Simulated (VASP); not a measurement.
A run of VASP 6.6.1 is set up as follows.

The input INCAR:

```
SYSTEM = P
ALGO = Normal
DIPOL = 0.5 0.5 0.500
EDIFF = 1E-6
ENCUT = 520
GGA = PE
IDIPOL = 3
ISIF = 2
ISMEAR = 0
IVDW = 12
LASPH = .True.
LCHARG = .False.
LDIPOL = .True.
LREAL = .False.
LWAVE = .False.
NBANDS = 12
NELM = 100
PREC = Accurate
SIGMA = 0.02
```

The input KPOINTS:

```
k-points
0
Gamma
  9 9 1
  0 0 0
```

File POSCAR:

```
P
1.0
    3.1238930370      0.0000000000      0.0000000000
   -1.5619465185      2.7053707287      0.0000000000
    0.0000000000      0.0000000000     28.0000000000
P
2
Direct
    0.3333333333      0.6666666667      0.5227763081
    0.6666666667      0.3333333333      0.4772236919
```

Potentials or basis: VASP PAW PBE potentials, release 64 (P).

Command:

```bash
$ cat potpaw_PBE.64/P/POTCAR > POTCAR
$ mpirun -np 1 vasp_std > vasp.out
```

Question: What does it give for the dispersion energy per atom?

Answer: -0.232 eV.

Question: What does it give for the largest force?

Answer: 0.110 eV/Å.

Question: What does it give for the band gap on the k mesh?

Answer: 1.22 eV, indirect (least direct gap 2.50 eV).

Forces in eV/Å, atoms in the order of the input:
```
P    0.000  0.000 -0.110
P    0.000  0.000  0.110
```

Caveat: the cell differs from its parent crystal (biaxial strain -0.040, then relaxed in part).
